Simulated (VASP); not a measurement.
# Te2As (I4/mmm) in VASP: further runs

The runs below take Te2As through single point, with PBE.

All numbers are computed with VASP 6.6.1; they aren't measurements. Logs are shortened: lines on timing, memory, paths and dates and some standing lists are left out, and cuts for length are marked.

## (1) The cell of the first run

It takes space group I4/mmm (No. 139, tetragonal). The conventional cell has a = 5.486 Å, b = 5.486 Å, c = 7.898 Å, α = 90.00°, β = 90.00°, γ = 90.00°. Te (site symmetry 4mm) has 1 As at 2.54 Å and 1 Te at 2.82 Å within 3.4 Å. Within 3.4 Å of As (site symmetry 4/mmm) lie 2 Te at 2.54 Å.

The cell was generated, and may not be a known phase.

## (2) Single point, PBE

Contents of INCAR:

```
SYSTEM = Te2As
ALGO = Normal ; EDIFF = 1E-6
ENCUT = 500 ; GGA = PE
GGA_COMPAT = .FALSE. ; ISIF = 2
ISMEAR = 0 ; LASPH = .TRUE.
LCHARG = .FALSE. ; LREAL = .FALSE.
LWAVE = .FALSE. ; NBANDS = 16
NELM = 120 ; PREC = Accurate
SIGMA = 0.2
```

Contents of KPOINTS:

```
k-points
0
G
  5 5 5
  0 0 0
```

Contents of POSCAR:

```
Te2As
1.0
   -2.7431700893      2.7431700893      3.9492368241
    2.7431700893     -2.7431700893      3.9492368241
    2.7431700893      2.7431700893     -3.9492368241
Te As
2 1
Direct
    0.8215843404      0.8215843404      0.0000000000
    0.1784156596      0.1784156596      0.0000000000
    0.5000000000      0.5000000000      0.0000000000
```

Potentials or basis: VASP PAW PBE potentials, release 64 (Te, As).

The run is started by

```sh
$ cat potpaw_PBE.64/Te/POTCAR potpaw_PBE.64/As/POTCAR > POTCAR
$ mpirun -np 1 vasp_std > vasp.out
```

OUTCAR:

```text
SYSTEM = Te2As
   EDIFF = 1E-6
   ENCUT = 500
   GGA = PE
   ISIF = 2
   ISMEAR = 0
   LASPH = .TRUE.
   LREAL = .FALSE.
   NELM = 120
   PREC = Accurate

 ion  position               nearest neighbor table
   1  0.822  0.822  0.000-   3 2.54   2 2.82
   2  0.178  0.178  0.000-   3 2.54   1 2.82
   3  0.500  0.500  0.000-   1 2.54   2 2.54

  LATTYP: Found a body centered tetragonal cell.
 ALAT       =     5.4863401786
 C/A-ratio  =     1.4396616672

  Lattice vectors:

 A1 = (  -2.7431700893,   2.7431700893,   3.9492368241)
 A2 = (   2.7431700893,  -2.7431700893,   3.9492368241)
 A3 = (   2.7431700893,   2.7431700893,  -3.9492368241)

Analysis of symmetry for initial positions (statically):
=====================================================================
 Subroutine PRICEL returns:
 Original cell was already a primitive cell.

 Routine SETGRP: Setting up the symmetry group for a
 body centered tetragonal supercell.

 Subroutine GETGRP returns: Found 16 space group operations
 (whereof 16 operations were pure point group operations)
 out of a pool of 16 trial point group operations.

The static configuration has the point symmetry D_4h.

Analysis of symmetry for dynamics (positions and initial velocities):
=====================================================================
 Subroutine PRICEL returns:
 Original cell was already a primitive cell.

 Routine SETGRP: Setting up the symmetry group for a
 body centered tetragonal supercell.

 Subroutine GETGRP returns: Found 16 space group operations
 (whereof 16 operations were pure point group operations)
 out of a pool of 16 trial point group operations.

The dynamic configuration has the point symmetry D_4h.

 Subroutine INISYM returns: Found 16 space group operations
 (whereof 16 operations are pure point group operations),
 and found     1 'primitive' translations

----------------------------------------------------------------------------------------

                                     Primitive cell

  volume of cell :     118.8717

  direct lattice vectors                    reciprocal lattice vectors
    -2.743170089  2.743170089  3.949236824     0.000000000  0.182270870  0.126606740
     2.743170089 -2.743170089  3.949236824     0.182270870  0.000000000  0.126606740
     2.743170089  2.743170089 -3.949236824     0.182270870  0.182270870  0.000000000

  length of vectors
     5.535922305  5.535922305  5.535922305     0.221927774  0.221927774  0.257769937

  position of ions in fractional coordinates (direct lattice)
     0.821584340  0.821584340  0.000000000
     0.178415660  0.178415660  0.000000000
     0.500000000  0.500000000  0.000000000

  ion indices of the primitive-cell ions
   primitive index   ion index
                 1           1
                 2           2
                 3           3

----------------------------------------------------------------------------------------

 KPOINTS: k-points

Automatic generation of k-mesh.
 Grid dimensions read from file:
 generate k-points for:    5    5    5

 Generating k-lattice:

  Cartesian coordinates                     Fractional coordinates (reciprocal lattice)
     0.000000000  0.036454174  0.025321348     0.200000000  0.000000000  0.000000000
     0.036454174  0.000000000  0.025321348     0.000000000  0.200000000  0.000000000
     0.036454174  0.036454174  0.000000000     0.000000000  0.000000000  0.200000000

  Length of vectors
     0.044385555  0.044385555  0.051553987

  Shift w.r.t. Gamma in fractional coordinates (k-lattice)
     0.000000000  0.000000000  0.000000000

 Subroutine IBZKPT returns following result:
 ===========================================

 Found     18 irreducible k-points:

 Following reciprocal coordinates:
            Coordinates               Weight
  0.000000  0.000000  0.000000      1.000000
  0.200000  0.000000  0.000000      8.000000
  0.400000  0.000000 -0.000000      8.000000
  0.200000  0.200000  0.000000      8.000000
  0.400000  0.200000  0.000000     16.000000
 -0.400000  0.200000  0.000000     16.000000
[... 10 lines left out ...]
 -0.400000  0.400000  0.400000      4.000000
 -0.400000 -0.400000  0.400000      2.000000
   k-points           NKPTS =     18   k-points in BZ     NKDIM =     18   number of bands    NBANDS=     16
   number of dos      NEDOS =    301   number of ions     NIONS =      3
   total plane-waves  NPLWV =  64000
   dimension x,y,z NGX =    40 NGY =   40 NGZ =   40
   dimension x,y,z NGXF=    80 NGYF=   80 NGZF=   80
   ions per type =               2   1
   NGX,Y,Z   is equivalent  to a cutoff of  12.01, 12.01, 12.01 a.u.
   NGXF,Y,Z  is equivalent  to a cutoff of  24.02, 24.02, 24.02 a.u.
 SYSTEM =  Te2As
   PREC   = accura    normal or accurate (medium, high low for compatibility)
   ISTART =      0    job   : 0-new  1-cont  2-samecut
   ICHARG =      2    charge: 1-file 2-atom 10-const
   ISPIN  =      1    spin polarized calculation?
   LNONCOLLINEAR =      F non collinear calculations
   LSORBIT =      F    spin-orbit coupling
   LASPH  =      T    aspherical Exc in radial PAW
   ENCUT  =  500.0 eV  36.75 Ry    6.06 a.u.  10.09 10.09 10.09*2*pi/ulx,y,z
   NELM   =    120;   NELMIN=  2; NELMDL= -5     # of ELM steps
   EDIFF  = 0.1E-05   stopping-criterion for ELM
   LREAL  =      F    real-space projection
[... 7 lines left out ...]
   TEBEG  =    0.0;   TEEND  =   0.0 temperature during run
   PSTRESS=    0.0 pullay stress
   NELECT =      17.0000    total number of electrons
   NUPDOWN=      -1.0000    fix difference up-down
   EMIN   =  10.00;   EMAX   =-10.00  energy-range for DOS
   EFERMI =   0.00;   METHOD = LEGACY
   ISMEAR =     0;   SIGMA  =   0.20  broadening in eV -4-tet -1-fermi 0-gaus
   EFERMI_NEDOS =   21; number of points for ismear=-14 and -15
   IALGO  =     38    algorithm
   IMIX   =      4    mixing-type and parameters
     AMIX     =   0.40;   BMIX     =  1.00
     AMIX_MAG =   1.60;   BMIX_MAG =  1.00
  volume/ion in A,a.u.               =      39.62       267.40
  Fermi-wavevector in a.u.,A,eV,Ry     =   0.856114  1.617821  9.972134  0.732931
  Thomas-Fermi vector in A             =   1.972966
   LORBIT       =      0    0 simple, 1 ext, 2 COOP (PROOUT), +10 PAW based schemes
   GGA     = PE    functional components
   LHFCALC =     F    Hartree Fock is set to
   AEXX    =    0.0000 exact exchange contribution
   IVDW    =     0    specifies the selected vdW correction
   LEPSILON=     F    determine dielectric tensor
   LRPA    =     F    only Hartree local field effects (RPA)
 non-spin polarized calculation
 Gauss-broadening in eV      SIGMA  =   0.20
  energy-cutoff  :      500.00
  volume of cell :      118.87
 maximum number of plane-waves:      3034
   NGX = 21   NGY = 21   NGZ = 21

 number of electron      17.0000002 magnetization

 Free energy of the ion-electron system (eV)
  ---------------------------------------------------
  ext. energy  EPLUGINS =         0.00000000
  ---------------------------------------------------
  free energy    TOTEN  =        -8.74297087 eV

  energy without entropy =       -8.69238820  energy(sigma->0) =       -8.71767954

 E-fermi :   2.7221     XC(G=0):  -7.9720

 val. band max:        2.7175207183   @ k =   0.2000   0.0000   0.0000
 cond. band min:       2.7583187956   @ k =  -0.4000   0.2000   0.0000
 fundamental gap:      0.0407980773
 Fermi energy:         2.7221148106

 k-point     1 :       0.0000    0.0000    0.0000
  band No.  band energies     occupation
      1     -10.1292      2.00000
      2      -7.2771      2.00000
      3      -6.6580      2.00000
      4       0.2373      2.00000
      5       0.6077      2.00000
      6       1.1768      2.00000
[... 8 lines left out ...]
     15       8.6280      0.00000
     16      11.1367      0.00000

 k-point     2 :       0.2000    0.0000    0.0000
  band No.  band energies     occupation
      1      -9.9657      2.00000
      2      -7.9398      2.00000
      3      -6.0118      2.00000
      4      -1.3220      2.00000
      5       0.8031      2.00000
      6       0.8577      2.00000
[... 8 lines left out ...]
     15       9.7682      0.00000
     16       9.9768      0.00000

 k-point     3 :       0.4000    0.0000   -0.0000
  band No.  band energies     occupation
      1      -9.5002      2.00000
      2      -8.7780      2.00000
      3      -5.2966      2.00000
      4      -2.4861      2.00000
      5       0.5295      2.00000
      6       0.6916      2.00000
[... 8 lines left out ...]
     15       9.1263      0.00000
     16       9.2342      0.00000

 k-point     4 :       0.2000    0.2000    0.0000
  band No.  band energies     occupation
      1      -9.6232      2.00000
      2      -8.6398      2.00000
      3      -5.2367      2.00000
      4      -2.5294      2.00000
      5      -0.1165      2.00000
      6       0.6341      2.00000
[... 8 lines left out ...]
     15       8.9365      0.00000
     16       9.9156      0.00000

 k-point     5 :       0.4000    0.2000    0.0000
  band No.  band energies     occupation
      1      -9.2880      2.00000
      2      -8.9742      2.00000
      3      -5.3983      2.00000
      4      -2.3664      2.00000
      5      -0.5619      2.00000
      6       0.3252      2.00000
[... 8 lines left out ...]
     15       9.1388      0.00000
     16       9.2654      0.00000

 k-point     6 :      -0.4000    0.2000    0.0000
  band No.  band energies     occupation
      1      -9.7529      2.00000
      2      -8.1515      2.00000
      3      -6.1873      2.00000
      4      -1.1427      2.00000
      5      -0.4125      2.00000
      6       0.5031      2.00000
[... 8 lines left out ...]
     15       9.7873      0.00000
     16      10.5179      0.00000

 k-point     7 :      -0.2000    0.2000    0.0000
  band No.  band energies     occupation
      1     -10.0023      2.00000
      2      -7.4171      2.00000
      3      -6.7728      2.00000
      4       0.2693      2.00000
      5       0.3517      2.00000
      6       0.7225      2.00000
[... 8 lines left out ...]
     15       9.6228      0.00000
     16      11.0313      0.00000

 k-point     8 :       0.4000    0.4000   -0.0000
  band No.  band energies     occupation
      1      -9.6078      2.00000
      2      -8.2709      2.00000
      3      -6.2884      2.00000
      4      -1.1778      2.00000
      5      -1.0108      2.00000
      6       0.3287      2.00000
[... 8 lines left out ...]
     15       9.6504      0.00000
     16      10.0121      0.00000

 k-point     9 :      -0.4000    0.4000    0.0000
  band No.  band energies     occupation
      1      -9.7762      2.00000
      2      -7.6232      2.00000
      3      -6.9445      2.00000
      4      -1.1210      2.00000
      5       0.5599      2.00000
      6       0.6620      2.00000
[... 8 lines left out ...]
     15      10.7298      0.00000
     16      11.3009      0.00000
[... 58 lines left out ...]
 k-point    13 :      -0.2000    0.4000    0.2000
  band No.  band energies     occupation
      1      -9.5468      2.00000
      2      -8.3713      2.00000
      3      -6.3757      2.00000
      4      -0.9666      2.00000
      5      -0.1889      2.00000
      6      -0.0377      2.00000
[... 8 lines left out ...]
     15       9.6068      0.00000
     16      10.1273      0.00000

 k-point    14 :      -0.4000   -0.4000    0.2000
  band No.  band energies     occupation
      1      -9.4071      2.00000
      2      -8.4945      2.00000
      3      -6.4833      2.00000
      4      -0.8629      2.00000
      5      -0.8378      2.00000
      6       0.0981      2.00000
[... 8 lines left out ...]
     15       9.5807      0.00000
     16       9.5855      0.00000

 k-point    15 :      -0.2000   -0.4000    0.2000
  band No.  band energies     occupation
      1      -9.2303      2.00000
      2      -9.0307      2.00000
      3      -5.5269      2.00000
      4      -2.2352      2.00000
      5      -0.2505      2.00000
      6      -0.1972      2.00000
[... 8 lines left out ...]
     15       8.9540      0.00000
     16       9.1975      0.00000

 k-point    16 :      -0.2000   -0.2000    0.2000
  band No.  band energies     occupation
      1      -9.7490      2.00000
      2      -8.5048      2.00000
      3      -5.1911      2.00000
      4      -2.5646      2.00000
      5       0.1099      2.00000
      6       0.1099      2.00000
[... 8 lines left out ...]
     15       8.4640      0.00000
     16      10.0746      0.00000

 k-point    17 :      -0.4000    0.4000    0.4000
  band No.  band energies     occupation
      1      -9.4417      2.00000
      2      -7.9900      2.00000
      3      -7.2567      2.00000
      4      -0.6295      2.00000
      5      -0.5759      2.00000
      6       0.8604      2.00000
[... 8 lines left out ...]
     15      10.3148      0.00000
     16      10.3933      0.00000

 k-point    18 :      -0.4000   -0.4000    0.4000
  band No.  band energies     occupation
      1      -9.2719      2.00000
      2      -8.6191      2.00000
      3      -6.5943      2.00000
      4      -0.7120      2.00000
      5      -0.6343      2.00000
      6      -0.6343      2.00000
[... 8 lines left out ...]
     15       9.5089      0.00000
     16       9.7925      0.00000

------------------------ aborting loop because EDIFF is reached ----------------------------------------

  FORCE on cell =-STRESS in cart. coord.  units (eV):
  Direction    XX          YY          ZZ          XY          YZ          ZX
  --------------------------------------------------------------------------------------
  -------------------------------------------------------------------------------------
  Total       -0.0068993     -0.0068993      0.4507443      0.0000000     -0.0000000      0.0000000
  in kB       -0.0929897     -0.0929897      6.0752219      0.0000000     -0.0000000      0.0000000
  external PRESSURE =       1.9630808 kB  Pullay stress =       0.0000000 kB

 VOLUME and BASIS-vectors are now :
 -----------------------------------------------------------------------------
  energy-cutoff  :      500.00
  volume of cell :      118.87
      direct lattice vectors                 reciprocal lattice vectors
    -2.743170089  2.743170089  3.949236824     0.000000000  0.182270870  0.126606740
     2.743170089 -2.743170089  3.949236824     0.182270870  0.000000000  0.126606740
     2.743170089  2.743170089 -3.949236824     0.182270870  0.182270870  0.000000000

 POSITION                                       TOTAL-FORCE (eV/Angst)
 -----------------------------------------------------------------------------------
      0.00000      0.00000      6.48926        -0.000000     -0.000000     -0.002954
      0.00000      0.00000      1.40921        -0.000000     -0.000000      0.002954
      0.00000      0.00000      3.94924         0.000000      0.000000      0.000000
 -----------------------------------------------------------------------------------
    total drift:                                0.000000      0.000000      0.000000

  FREE ENERGIE OF THE ION-ELECTRON SYSTEM (eV)
  ---------------------------------------------------
  free  energy   TOTEN  =        -8.7429708725 eV

  energy  without entropy=       -8.6923882043  energy(sigma->0) =       -8.71767954
```

It took 38 s on 1 thread of Intel Xeon 8259CL, shared host; peak memory 0.25 GiB.

What came out:

- Free energy: -8.7430 eV
- Pressure: 0.2 GPa
- Band gap on the k mesh: zero (an odd number of electrons rules out a gap without spin polarisation)

Forces on the atoms (eV/Å):
```
Te   0.000  0.000 -0.003
Te   0.000  0.000  0.003
As   0.000  0.000  0.000
```

Caveat: spin-orbit coupling is left out, which moves the levels of the heavy elements; this functional lacks dispersion, which binds layers or chains, so the pressure and a relaxed spacing across them are unreliable; an odd number of electrons without spin polarisation forces a metal; a magnetic or distorted state may lie lower.

## (3) Single point, PBE

This run uses another cell than the first one, of 29.98 Å³/atom.

Contents of INCAR:

```
PREC     = Accurate       # precision mode
ENCUT    = 500            # plane-wave cutoff, eV
EDIFF    = 1E-6           # SCF threshold, eV
ISMEAR   = 0              # smearing method
SIGMA    = 0.2            # smearing width, eV
LREAL    = False          # projectors in reciprocal space
LASPH    = True           # aspherical terms in the spheres
NELM     = 120            # most SCF steps
ALGO     = Normal         # electronic algorithm
ISIF     = 2              # what is computed and relaxed
LWAVE    = False          # write WAVECAR
LCHARG   = False          # write CHGCAR
GGA      = PE             # functional
NBANDS   = 16             # bands
GGA_COMPAT= False
```

Contents of KPOINTS:

```
Automatic mesh
0
Gamma
  6 6 6
```

Contents of POSCAR:

```
Te2As
1.0
   -2.4122122146      2.4122122146      3.8648500944
    2.4122122146     -2.4122122146      3.8648500944
    2.4122122146      2.4122122146     -3.8648500944
Te As
2 1
Direct
    0.2500000000      0.7500000000      0.5000000000
    0.7500000000      0.2500000000      0.5000000000
    0.0000000000      0.0000000000      0.0000000000
```

Potentials or basis: VASP PAW PBE potentials, release 64 (Te, As).

The run is started by

```sh
$ cat potpaw_PBE.64/Te/POTCAR potpaw_PBE.64/As/POTCAR > POTCAR
$ mpirun -np 1 vasp_std > vasp.out
```

It took 49 s on 1 thread of Intel Xeon 8259CL, shared host; peak memory 0.25 GiB.

The run converged. Its results:

```
Free energy            : -9.9496 eV
Pressure               : -0.1 GPa
Band gap on the k mesh : zero (an odd number of electrons rules out a gap without spin polarisation)
```

Stress tensor (GPa, compression positive):
```
 0.23  0.00  0.00
 0.00  0.23  0.00
 0.00  0.00 -0.68
```

Levels at points of the mesh, in eV from the Fermi level:
```csv
k point,band 5,band 6,band 7,band 8,band 9,band 10,band 11,band 12,band 13,band 14
"(0.00, 0.00, 0.00)",-3.56,-3.56,-2.47,-2.47,-2.45,0.62,1.33,1.33,3.76,4.89
"(0.50, 0.00, 0.00)",-3.77,-3.00,-2.32,-2.30,-0.48,1.21,1.67,2.32,5.89,5.94
"(0.50, 0.50, 0.00)",-5.09,-3.74,-0.51,-0.21,1.34,1.35,1.90,2.83,4.34,6.70
"(0.50, 0.50, 0.50)",-5.14,-2.71,0.07,0.69,0.77,0.77,1.54,1.54,4.28,6.38
```

Caveat: spin-orbit coupling is left out, which moves the levels of the heavy elements; an odd number of electrons without spin polarisation forces a metal; a magnetic or distorted state may lie lower.

The gap in the log of VASP goes by the Fermi energy; the results here count the filled bands.